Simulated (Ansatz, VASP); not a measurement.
BiTe: VASP beside Ansatz

The input INCAR:

```
PREC = Accurate
ENCUT = 500
EDIFF = 1E-6
ISMEAR = 0
SIGMA = 0.15
LREAL = F
LASPH = T
NELM = 120
ALGO = Normal
ISIF = 2
LWAVE = F
LCHARG = F
GGA = PS
NBANDS = 18
GGA_COMPAT = F
```

Contents of KPOINTS:

```
regular mesh
0
Gamma
  16 16 16
```

File POSCAR:

```
BiTe
1.0
    0.0000000000      3.1012392129      3.2930684425
    3.1012392129      0.0000000000      3.2930684425
    3.1012392129      3.1012392129      0.0000000000
Bi Te
1 1
Direct
    0.0000000000      0.0000000000      0.0000000000
    0.5000000000      0.5000000000      0.5000000000
```

Input for Ansatz:

```yaml
crystal:
  lattice:
    - [0.0, 3.1012392129, 3.2930684425]
    - [3.1012392129, 0.0, 3.2930684425]
    - [3.1012392129, 3.1012392129, 0.0]
  atoms:
    - { symbol: Bi, position: [0.0, 0.0, 0.0] }
    - { symbol: Te, position: [0.5, 0.5, 0.5] }
basis:
  ecutwfc: 420
kpoints:
  mp_grid: { grid: [16, 16, 16] }
hamiltonian:
  xc: pbesol
scf:
  occupations: { method: gaussian, width: 0.15 }
output:
  forces: true
  stress: true
  eigenvalues: true
```

Change from the starting cell: strain -0.030 along x and y, +0.030 along z, atoms carried along.

Alike in both runs: task single point; functional PBEsol; k mesh 16 × 16 × 16; occupations gaussian, width 0.15 eV; no spin polarisation.

```csv
,VASP,Ansatz
version,VASP 6.6.1,Ansatz 0.2.0
potentials or method,"VASP PAW PBE potentials, release 64 (Bi_d, Te), cutoff 500 eV","scalar-relativistic, plane waves, PAW"
valence electrons in the cell,21,31
```

|  | VASP | Ansatz | Ansatz less VASP |
| --- | --- | --- | --- |
| gap on the k mesh at the Fermi level (eV) | none | none | - |
| pressure (GPa) | 2.3 | 2.3 | 0.00 |
| traceless stress, the component that is largest in VASP (GPa) | -3.91 | -3.91 | +0.005 |

VASP's potentials were made for PBE, not for PBEsol. A gap of «none» marks a metal or a gap that the smearing closes. VASP's potentials hold 21 valence electrons a cell and Ansatz's 31, so a difference there can come from the potentials and not from the codes.

Neither program's run includes spin-orbit coupling.
